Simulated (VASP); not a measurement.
## AlGaN2: single point with r2SCAN

AlGaN2:

```
Al Ga N
1.0
     3.14088    0.00000    0.00000
     0.00000    3.14088    0.00000
     0.00000    0.00000    4.29112
Al Ga N
1 1 2
Direct
  0.50000 0.50000 0.50000
  0.00000 0.00000 0.00000
  0.50000 0.00000 0.73826
  0.00000 0.50000 0.26174
```

This cell differs from its parent crystal: strain +0.000 along x and y, -0.030 along z.

```yaml
Program: VASP 6.6.1
Task: single point
Functional: r2SCAN
Potentials_or_basis: VASP PAW PBE potentials, release 64 (Al, Ga_d, N)
Cutoff: 520 eV
k_mesh: 8 × 8 × 6
Occupations: gaussian, width 0.05 eV
Spin: no spin polarisation
```

The pressure is 6.4 GPa, the largest force is 0.060 eV/Å and the band gap on the k mesh is 3.63 eV, direct.

Forces in eV/Å, atoms in the order of the input:
```
Al   0.000  0.000  0.000
Ga   0.000  0.000  0.000
N    0.000  0.000 -0.060
N    0.000  0.000  0.060
```

Stress tensor (GPa, compression positive):
```
5.20 0.00 0.00
0.00 5.20 0.00
0.00 0.00 8.95
```

Levels at points of the mesh, in eV from the valence-band top:
```
           k point  band 9  band 10  band 11  band 12  band 13  band 14  band 15  band 16  band 17  band 18
(0.00, 0.00, 0.00)   -2.59    -2.59    -0.12     0.00     0.00     3.63     4.07     8.24    12.39    12.39
(0.50, 0.00, 0.00)   -4.52    -2.91    -2.78    -1.17    -0.79     7.90     8.03     8.67     9.26    11.73
(0.50, 0.50, 0.00)   -5.17    -2.30    -2.26    -2.26    -2.23     3.96     3.96     7.42     9.86    13.80
(0.00, 0.00, 0.50)   -2.42    -1.75    -1.75    -1.08    -1.08     6.05     6.28     8.90    10.10    12.42
(0.50, 0.00, 0.50)   -6.38    -1.14    -0.81    -0.64    -0.43     6.08     7.53    10.23    10.51    10.86
(0.50, 0.50, 0.50)   -4.49    -4.14    -3.40    -3.32    -3.32     7.10     7.10    10.03    11.78    12.68
```

It took 97 s on 1 thread of Intel(R) Xeon(R) Platinum 8259CL CPU @ 2.50GHz (Skylake/Cascade Lake), with other jobs on the host, peak memory 0.19 GiB.

Caveat: the cell differs from its parent crystal (strain +0.000 along x and y, -0.030 along z); the PAW data sets were made with another functional, which shifts forces and pressure a little. A k mesh can miss the band edges.
